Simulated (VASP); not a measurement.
A run of VASP 6.6.1 is set up as follows.

Contents of INCAR:

```
SYSTEM = Li2O3
  PREC = Accurate
  ENCUT = 520
  EDIFF = 1E-6
  ISMEAR = -1
  SIGMA = 0.06122561905347299
  LREAL = .FALSE.
  LASPH = .TRUE.
  NELM = 60
  ALGO = Normal
  ISIF = 2
  LWAVE = .FALSE.
  LCHARG = .FALSE.
  GGA = PE
  NBANDS = 35
```

The input KPOINTS:

```
regular mesh
0
G
  12 12 12
  0 0 0
```

File POSCAR:

```
Li2O3
1.0
    4.3825480658      0.0000000000      0.0000000000
    0.0000000000      4.3825480658      0.0000000000
    0.0000000000      0.0000000000      4.3825480658
Li O
4 6
Direct
    0.2500000000      0.2500000000      0.2500000000
    0.7500000000      0.7500000000      0.2500000000
    0.7500000000      0.2500000000      0.7500000000
    0.2500000000      0.7500000000      0.7500000000
    0.5000000000      0.0000000000      0.0000000000
    0.0000000000      0.5000000000      0.0000000000
    0.0000000000      0.0000000000      0.5000000000
    0.5000000000      0.5000000000      0.0000000000
    0.5000000000      0.0000000000      0.5000000000
    0.0000000000      0.5000000000      0.5000000000
```

Potentials or basis: VASP PAW PBE potentials, release 64 (Li_sv, O).

Launch:

```sh
$ cat potpaw_PBE.64/Li_sv/POTCAR potpaw_PBE.64/O/POTCAR > POTCAR
$ mpirun -np 1 vasp_std > vasp.out
```

(1) Estimate the band gap on the k mesh.

Answers

(1) zero (bands 24 and 25 overlap by 2.64 eV).
